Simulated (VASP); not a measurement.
Input of a VASP 6.6.1 run:

Contents of INCAR:

```
SYSTEM = Al2O3
  PREC = Accurate
  ENCUT = 600
  EDIFF = 1E-6
  ISMEAR = -1
  SIGMA = 0.05
  LREAL = .FALSE.
  LASPH = .TRUE.
  NELM = 80
  ALGO = Normal
  ISIF = 3
  LWAVE = .FALSE.
  LCHARG = .FALSE.
  GGA = RP
  IVDW = 13
  IBRION = 2
  NSW = 60
  EDIFFG = -0.01
```

KPOINTS

```
Automatic mesh
0
G
  7 7 7
  0 0 0
```

POSCAR

```
Al2O3
1.0
    2.3802500000      1.3742379782      4.3318666667
   -2.3802500000      1.3742379782      4.3318666667
    0.0000000000     -2.7484759565      4.3318666667
Al O
4 6
Direct
    0.8521600000      0.8521600000      0.8521600000
    0.6478400000      0.6478400000      0.6478400000
    0.1478400000      0.1478400000      0.1478400000
    0.3521600000      0.3521600000      0.3521600000
    0.0566800000      0.7500000000      0.4433200000
    0.7500000000      0.4433200000      0.0566800000
    0.4433200000      0.0566800000      0.7500000000
    0.9433200000      0.2500000000      0.5566800000
    0.2500000000      0.5566800000      0.9433200000
    0.5566800000      0.9433200000      0.2500000000
```

Potentials or basis: VASP PAW PBE potentials, release 64 (Al, O).

Run with:

```bash
$ cat potpaw_PBE.64/Al/POTCAR potpaw_PBE.64/O/POTCAR > POTCAR
$ mpirun -np 1 vasp_std > vasp.out
```

Predict the space group after relaxing (to 0.1 Å).

R-3c (No. 167).

What does it give for the relaxed cell?

a = 5.126 Å, b = 5.126 Å, c = 5.126 Å, α = 55.37°, β = 55.37°, γ = 55.37°.

Predict the relaxed volume.

8.50 Å³/atom.

Final structure:
```
CELL_PARAMETERS angstrom
2.38165 1.37505 4.32596
-2.38165 1.37505 4.32596
0.00000 -2.75010 4.32596
ATOMIC_POSITIONS crystal
Al 0.85228 0.85228 0.85228
Al 0.64772 0.64772 0.64772
Al 0.14772 0.14772 0.14772
Al 0.35228 0.35228 0.35228
O 0.05703 0.75000 0.44297
O 0.75000 0.44297 0.05703
O 0.44297 0.05703 0.75000
O 0.94297 0.25000 0.55703
O 0.25000 0.55703 0.94297
O 0.55703 0.94297 0.25000
```

Caveat: the PAW data sets were made with another functional, which shifts forces and pressure a little.
